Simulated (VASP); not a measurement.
Input of a VASP 6.6.1 run:

Contents of INCAR:

```
SYSTEM = BN
  PREC = Accurate
  ENCUT = 520
  EDIFF = 1E-6
  ISMEAR = 0
  SIGMA = 0.01
  LREAL = .False.
  LASPH = .True.
  NELM = 80
  ALGO = Normal
  ISIF = 2
  LWAVE = .False.
  LCHARG = .False.
  GGA = CA
  NBANDS = 11
```

File KPOINTS:

```
Automatic mesh
0
Gamma
  10 10 10
  0 0 0
```

Contents of POSCAR:

```
BN
1.0
    0.0000000000      1.7768584873      1.7768584873
    1.7768584873      0.0000000000      1.7768584873
    1.7768584873      1.7768584873      0.0000000000
B N
1 1
Direct
    0.0000000000      0.0000000000      0.0000000000
    0.2500000000      0.2500000000      0.2500000000
```

Potentials or basis: VASP PAW LDA potentials, release 64 (B, N).

Run with:

```console
$ cat potpaw_LDA.64/B/POTCAR potpaw_LDA.64/N/POTCAR > POTCAR
$ mpirun -np 1 vasp_std > vasp.out
```

Q: What does it give for the pressure?

A: 10.6 GPa.

Q: Estimate the band gap on the k mesh.

A: 4.40 eV, indirect (least direct gap 8.93 eV).

A k mesh can miss the band edges.
